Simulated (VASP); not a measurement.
Wanted: the native input for a VASP 6.6.1 run.

| Item | Value |
| --- | --- |
| Task | single point |
| Functional | PBE |
| Potentials or basis | VASP PAW PBE potentials, release 64 (B, P) |
| Cutoff | 500 eV |
| k mesh | 10 × 10 × 10 |
| Occupations | gaussian, width 0.02 eV |
| Spin | no spin polarisation |
| Dipole correction | no |
| Further INCAR settings | ALGO = Normal; EDIFF = 1e-06; NBANDS = 11 |

The structure of BP (hm.bB) lies in POSCAR:

```
BP
1.0
    0.0000000000      2.2740784986      2.2740784986
    2.2740784986      0.0000000000      2.2740784986
    2.2740784986      2.2740784986      0.0000000000
B P
1 1
Direct
    0.0000000000      0.0000000000      0.0000000000
    0.2500000000      0.2500000000      0.2500000000
```

These files were run (other wordings do the same):

INCAR

```
PREC     = Accurate       # precision mode
ENCUT    = 500            # plane-wave cutoff, eV
EDIFF    = 1E-6           # SCF threshold, eV
ISMEAR   = 0              # smearing method
SIGMA    = 0.02           # smearing width, eV
LREAL    = F              # projectors in reciprocal space
LASPH    = T              # aspherical terms in the spheres
NELM     = 120            # most SCF steps
ALGO     = Normal         # electronic algorithm
ISIF     = 2              # what is computed and relaxed
LWAVE    = F              # write WAVECAR
LCHARG   = T              # write CHGCAR
GGA      = PE             # functional
LELF     = T              # ELF
LVHAR    = T            
NBANDS   = 11             # bands
GGA_COMPAT= F
```

KPOINTS

```
regular mesh
0
Gamma
  10 10 10
```

Potentials or basis: VASP PAW PBE potentials, release 64 (B, P).

Run with:

```console
$ cat potpaw_PBE.64/B/POTCAR potpaw_PBE.64/P/POTCAR > POTCAR
$ mpirun -np 1 vasp_std > vasp.out
```

Results of the run:

| Property | Result |
| --- | --- |
| Pressure | -0.2 GPa |
| Band gap on the k mesh | 1.25 eV, indirect (least direct gap 3.39 eV) |

It used 22 s of CPU time on 1 thread of AMD EPYC 7R13 Processor (Zen 3), on a shared host.
